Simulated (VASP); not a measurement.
# AlRu (Pm-3m) in VASP: a series of runs

AlRu is run at these levels: PBE; tasks: single point.

Everything below comes from runs of VASP 6.6.1. Logs are shortened: lines on timing, memory, paths and dates and some standing lists are left out, and cuts for length are marked.

**1. The cell of the first run**

Symmetry: Pm-3m, No. 221, cubic system. The conventional cell has a = 3.012 Å, b = 3.012 Å, c = 3.012 Å, α = 90.00°, β = 90.00°, γ = 90.00°. Al (site symmetry m-3m) has 8 Ru at 2.61 Å and 6 Al at 3.01 Å within 3.4 Å. Ru (site symmetry m-3m) has 8 Al at 2.61 Å and 6 Ru at 3.01 Å within 3.4 Å.

**2. Single point, PBE**

Input file INCAR:

```
SYSTEM = AlRu
PREC = Accurate ; ENCUT = 500
EDIFF = 1E-6 ; ISMEAR = 1
SIGMA = 0.014 ; LREAL = .FALSE.
LASPH = .TRUE. ; NELM = 120
ALGO = Normal ; ISIF = 2
LWAVE = .FALSE. ; LCHARG = .TRUE.
GGA = PE ; LELF = .TRUE.
LVHAR = .TRUE. ; NBANDS = 16
GGA_COMPAT = .FALSE.
```

Input file KPOINTS:

```
Automatic mesh
0
G
  4 4 4
  0 0 0
```

Input file POSCAR:

```
AlRu
1.0
    3.0120270184      0.0000000000      0.0000000000
    0.0000000000      3.0120270184      0.0000000000
    0.0000000000      0.0000000000      3.0120270184
Al Ru
1 1
Direct
    0.0000000000      0.0000000000      0.0000000000
    0.5000000000      0.5000000000      0.5000000000
```

Potentials or basis: VASP PAW PBE potentials, release 64 (Al, Ru_pv).

The run is started by

```sh
$ cat potpaw_PBE.64/Al/POTCAR potpaw_PBE.64/Ru_pv/POTCAR > POTCAR
$ mpirun -np 1 vasp_std > vasp.out
```

OUTCAR:

```text
SYSTEM = AlRu
   PREC = Accurate
   ENCUT = 500
   EDIFF = 1E-6
   ISMEAR = 1
   LREAL = .FALSE.
   LASPH = .TRUE.
   NELM = 120
   ISIF = 2
   GGA = PE

 ion  position               nearest neighbor table
   1  0.000  0.000  0.000-   2 2.61   2 2.61   2 2.61   2 2.61   2 2.61   2 2.61   2 2.61   2 2.61

   2  0.500  0.500  0.500-   1 2.61   1 2.61   1 2.61   1 2.61   1 2.61   1 2.61   1 2.61   1 2.61

  LATTYP: Found a simple cubic cell.
 ALAT       =     3.0120270184

  Lattice vectors:

 A1 = (   3.0120270184,   0.0000000000,   0.0000000000)
 A2 = (   0.0000000000,   3.0120270184,   0.0000000000)
 A3 = (   0.0000000000,   0.0000000000,   3.0120270184)

Analysis of symmetry for initial positions (statically):
=====================================================================
 Subroutine PRICEL returns:
 Original cell was already a primitive cell.

 Routine SETGRP: Setting up the symmetry group for a
 simple cubic supercell.

 Subroutine GETGRP returns: Found 48 space group operations
 (whereof 48 operations were pure point group operations)
 out of a pool of 48 trial point group operations.

The static configuration has the point symmetry O_h .

Analysis of symmetry for dynamics (positions and initial velocities):
=====================================================================
 Subroutine PRICEL returns:
 Original cell was already a primitive cell.

 Routine SETGRP: Setting up the symmetry group for a
 simple cubic supercell.

 Subroutine GETGRP returns: Found 48 space group operations
 (whereof 48 operations were pure point group operations)
 out of a pool of 48 trial point group operations.

The dynamic configuration has the point symmetry O_h .

 Subroutine INISYM returns: Found 48 space group operations
 (whereof 48 operations are pure point group operations),
 and found     1 'primitive' translations

----------------------------------------------------------------------------------------

                                     Primitive cell

  volume of cell :      27.3260

  direct lattice vectors                    reciprocal lattice vectors
     3.012027018  0.000000000  0.000000000     0.332002334  0.000000000  0.000000000
     0.000000000  3.012027018  0.000000000     0.000000000  0.332002334  0.000000000
     0.000000000  0.000000000  3.012027018     0.000000000  0.000000000  0.332002334

  length of vectors
     3.012027018  3.012027018  3.012027018     0.332002334  0.332002334  0.332002334

  position of ions in fractional coordinates (direct lattice)
     0.000000000  0.000000000  0.000000000
     0.500000000  0.500000000  0.500000000

  ion indices of the primitive-cell ions
   primitive index   ion index
                 1           1
                 2           2

----------------------------------------------------------------------------------------

 KPOINTS: Automatic mesh

Automatic generation of k-mesh.
 Grid dimensions read from file:
 generate k-points for:    4    4    4

 Generating k-lattice:

  Cartesian coordinates                     Fractional coordinates (reciprocal lattice)
     0.083000583  0.000000000  0.000000000     0.250000000  0.000000000  0.000000000
     0.000000000  0.083000583  0.000000000     0.000000000  0.250000000  0.000000000
     0.000000000  0.000000000  0.083000583     0.000000000  0.000000000  0.250000000

  Length of vectors
     0.083000583  0.083000583  0.083000583

  Shift w.r.t. Gamma in fractional coordinates (k-lattice)
     0.000000000  0.000000000  0.000000000

 Subroutine IBZKPT returns following result:
 ===========================================

 Found     10 irreducible k-points:

 Following reciprocal coordinates:
            Coordinates               Weight
  0.000000  0.000000  0.000000      1.000000
  0.250000  0.000000  0.000000      6.000000
  0.500000  0.000000  0.000000      3.000000
  0.250000  0.250000  0.000000     12.000000
  0.500000  0.250000  0.000000     12.000000
  0.500000  0.500000  0.000000      3.000000
  0.250000  0.250000  0.250000      8.000000
  0.500000  0.250000  0.250000     12.000000
  0.500000  0.500000  0.250000      6.000000
  0.500000  0.500000  0.500000      1.000000
   k-points           NKPTS =     10   k-points in BZ     NKDIM =     10   number of bands    NBANDS=     16
   number of dos      NEDOS =    301   number of ions     NIONS =      2
   total plane-waves  NPLWV =  13824
   dimension x,y,z NGX =    24 NGY =   24 NGZ =   24
   dimension x,y,z NGXF=    48 NGYF=   48 NGZF=   48
   ions per type =               1   1
   NGX,Y,Z   is equivalent  to a cutoff of  13.25, 13.25, 13.25 a.u.
   NGXF,Y,Z  is equivalent  to a cutoff of  26.49, 26.49, 26.49 a.u.
 SYSTEM =  AlRu
   PREC   = accura    normal or accurate (medium, high low for compatibility)
   ISTART =      0    job   : 0-new  1-cont  2-samecut
   ICHARG =      2    charge: 1-file 2-atom 10-const
   ISPIN  =      1    spin polarized calculation?
   LNONCOLLINEAR =      F non collinear calculations
   LSORBIT =      F    spin-orbit coupling
   LASPH  =      T    aspherical Exc in radial PAW
   ENCUT  =  500.0 eV  36.75 Ry    6.06 a.u.   5.49  5.49  5.49*2*pi/ulx,y,z
   NELM   =    120;   NELMIN=  2; NELMDL= -5     # of ELM steps
   EDIFF  = 0.1E-05   stopping-criterion for ELM
   LREAL  =      F    real-space projection
[... 7 lines left out ...]
   TEBEG  =    0.0;   TEEND  =   0.0 temperature during run
   PSTRESS=    0.0 pullay stress
   NELECT =      17.0000    total number of electrons
   NUPDOWN=      -1.0000    fix difference up-down
   EMIN   =  10.00;   EMAX   =-10.00  energy-range for DOS
   EFERMI =   0.00;   METHOD = LEGACY
   ISMEAR =     1;   SIGMA  =   0.01  broadening in eV -4-tet -1-fermi 0-gaus
   EFERMI_NEDOS =   21; number of points for ismear=-14 and -15
   IALGO  =     38    algorithm
   IMIX   =      4    mixing-type and parameters
     AMIX     =   0.40;   BMIX     =  1.00
     AMIX_MAG =   1.60;   BMIX_MAG =  1.00
  volume/ion in A,a.u.               =      13.66        92.20
  Fermi-wavevector in a.u.,A,eV,Ry     =   1.397544  2.640976 26.573951  1.953130
  Thomas-Fermi vector in A             =   2.520790
   LORBIT       =      0    0 simple, 1 ext, 2 COOP (PROOUT), +10 PAW based schemes
   GGA     = PE    functional components
   LHFCALC =     F    Hartree Fock is set to
   AEXX    =    0.0000 exact exchange contribution
   IVDW    =     0    specifies the selected vdW correction
   LEPSILON=     F    determine dielectric tensor
   LRPA    =     F    only Hartree local field effects (RPA)
 non-spin polarized calculation
 Methfessel and Paxton  Order N= 1 SIGMA  =   0.01
  energy-cutoff  :      500.00
  volume of cell :       27.33
 maximum number of plane-waves:       739
 NGX is ok and might be reduce to    24
   NGX = 11   NGY = 11   NGZ = 11

 number of electron      16.9999997 magnetization

 Free energy of the ion-electron system (eV)
  ---------------------------------------------------
  ext. energy  EPLUGINS =         0.00000000
  ---------------------------------------------------
  free energy    TOTEN  =       -14.50777331 eV

  energy without entropy =      -14.50744662  energy(sigma->0) =      -14.50766441

 E-fermi :  10.7807     XC(G=0): -12.4571

 val. band max:       10.7778533220   @ k =   0.2500   0.0000   0.0000
 cond. band min:      10.9026444489   @ k =   0.5000   0.0000   0.0000
 fundamental gap:      0.1247911269
 Fermi energy:        10.7806729427

 k-point     1 :       0.0000    0.0000    0.0000
  band No.  band energies     occupation
      1     -31.2609      2.00000
      2     -31.2609      2.00000
      3     -31.2609      2.00000
      4       0.8716      2.00000
      5       7.0095      2.00000
      6       7.0095      2.00000
[... 8 lines left out ...]
     15      22.6538      0.00000
     16      25.1515      0.00000

 k-point     2 :       0.2500    0.0000    0.0000
  band No.  band energies     occupation
      1     -31.3586      2.00000
      2     -31.2527      2.00000
      3     -31.2527      2.00000
      4       2.0050      2.00000
      5       7.0641      2.00000
      6       7.3720      2.00000
[... 8 lines left out ...]
     15      23.0439      0.00000
     16      26.6953      0.00000

 k-point     3 :       0.5000    0.0000    0.0000
  band No.  band energies     occupation
      1     -31.4550      2.00000
      2     -31.2444      2.00000
      3     -31.2444      2.00000
      4       4.7027      2.00000
      5       4.9738      2.00000
      6       7.7930      2.00000
[... 8 lines left out ...]
     15      22.9088      0.00000
     16      22.9088      0.00000

 k-point     4 :       0.2500    0.2500    0.0000
  band No.  band energies     occupation
      1     -31.3506      2.00000
      2     -31.3462      2.00000
      3     -31.2443      2.00000
      4       2.9940      2.00000
      5       7.1317      2.00000
      6       7.8032      2.00000
[... 8 lines left out ...]
     15      23.9622      0.00000
     16      25.7202      0.00000

 k-point     5 :       0.5000    0.2500    0.0000
  band No.  band energies     occupation
      1     -31.4428      2.00000
      2     -31.3381      2.00000
      3     -31.2360      2.00000
      4       4.7764      2.00000
      5       5.8716      2.00000
      6       8.3733      2.00000
[... 8 lines left out ...]
     15      22.6557      0.00000
     16      23.9592      0.00000

 k-point     6 :       0.5000    0.5000    0.0000
  band No.  band energies     occupation
      1     -31.4305      2.00000
      2     -31.4305      2.00000
      3     -31.2276      2.00000
      4       4.5173      2.00000
      5       7.4846      2.00000
      6       9.0759      2.00000
[... 8 lines left out ...]
     15      24.7824      0.00000
     16      24.7824      0.00000

 k-point     7 :       0.2500    0.2500    0.2500
  band No.  band energies     occupation
      1     -31.3420      2.00000
      2     -31.3367      2.00000
      3     -31.3367      2.00000
      4       3.8136      2.00000
      5       7.5905      2.00000
      6       7.5905      2.00000
[... 8 lines left out ...]
     15      22.6025      0.00000
     16      22.6569      0.00000

 k-point     8 :       0.5000    0.2500    0.2500
  band No.  band energies     occupation
      1     -31.4314      2.00000
      2     -31.3299      2.00000
      3     -31.3273      2.00000
      4       5.0542      2.00000
      5       6.6238      2.00000
      6       7.1643      2.00000
[... 8 lines left out ...]
     15      22.6560      0.00000
     16      23.4800      0.00000

 k-point     9 :       0.5000    0.5000    0.2500
  band No.  band energies     occupation
      1     -31.4200      2.00000
      2     -31.4200      2.00000
      3     -31.3191      2.00000
      4       5.1250      2.00000
      5       6.8322      2.00000
      6       6.8322      2.00000
[... 8 lines left out ...]
     15      21.4837      0.00000
     16      22.6546      0.00000

 k-point    10 :       0.5000    0.5000    0.5000
  band No.  band energies     occupation
      1     -31.4095      2.00000
      2     -31.4095      2.00000
      3     -31.4095      2.00000
      4       5.9354      2.00000
      5       5.9354      2.00000
      6       5.9354      2.00000
[... 8 lines left out ...]
     15      18.7997      0.00000
     16      22.0839      0.00000

------------------------ aborting loop because EDIFF is reached ----------------------------------------

  FORCE on cell =-STRESS in cart. coord.  units (eV):
  Direction    XX          YY          ZZ          XY          YZ          ZX
  --------------------------------------------------------------------------------------
  -------------------------------------------------------------------------------------
  Total       -0.6486947     -0.6486947     -0.6486947      0.0000000      0.0000000      0.0000000
  in kB      -38.0342043    -38.0342043    -38.0342043      0.0000000      0.0000000      0.0000000
  external PRESSURE =     -38.0342043 kB  Pullay stress =       0.0000000 kB

 VOLUME and BASIS-vectors are now :
 -----------------------------------------------------------------------------
  energy-cutoff  :      500.00
  volume of cell :       27.33
      direct lattice vectors                 reciprocal lattice vectors
     3.012027018  0.000000000  0.000000000     0.332002334  0.000000000  0.000000000
     0.000000000  3.012027018  0.000000000     0.000000000  0.332002334  0.000000000
     0.000000000  0.000000000  3.012027018     0.000000000  0.000000000  0.332002334

 POSITION                                       TOTAL-FORCE (eV/Angst)
 -----------------------------------------------------------------------------------
      0.00000      0.00000      0.00000         0.000000      0.000000      0.000000
      1.50601      1.50601      1.50601         0.000000      0.000000      0.000000
 -----------------------------------------------------------------------------------
    total drift:                                0.000000     -0.000000     -0.000000

  FREE ENERGIE OF THE ION-ELECTRON SYSTEM (eV)
  ---------------------------------------------------
  free  energy   TOTEN  =       -14.5077733052 eV

  energy  without entropy=      -14.5074466161  energy(sigma->0) =      -14.50766441
```

Wall time 4.9 s (1 thread of Intel Xeon 6975P-C (Granite Rapids), shared host); peak memory 0.13 GiB.

Results:

```
Free energy : -14.5078 eV
Pressure    : -3.8 GPa
```

Caveat: the k points lie up to 0.52 Å⁻¹ apart.

(Part 1 of 2 ends here.)
